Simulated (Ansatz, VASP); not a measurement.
Two plane-wave programs on WS2

```
S W
1.0
     3.15955    0.00000    0.00000
    -1.57977    2.73625    0.00000
     0.00000    0.00000   23.80426
S W
4 2
Direct
  0.33333 0.66667 0.18904
  0.33333 0.66667 0.32146
  0.83333 0.66667 0.49538
  0.83333 0.66667 0.62780
  0.66667 0.33333 0.25525
  0.16667 0.33333 0.56159
```

Alike in both runs: task single point; functional PBE; dispersion D3(BJ); k mesh 9 × 9 × 1; occupations gaussian, width 0.05 eV; no spin polarisation.

```csv
,VASP,Ansatz
version,VASP 6.6.1,Ansatz 0.2.0
potentials or method,"VASP PAW PBE potentials, release 64 (S, W_sv), cutoff 520 eV","scalar-relativistic, plane waves, PAW"
valence electrons in the cell,52,52
```

```tsv
	VASP	Ansatz	Ansatz less VASP
gap on the k mesh at the Fermi level (eV)	1.92	1.91	-0.011
least direct gap on the mesh (eV)	1.92	1.92	-0.003
rms of the force components (eV/Å)	0.025	0.024	-0.0007
```

Neither program's run includes spin-orbit coupling.
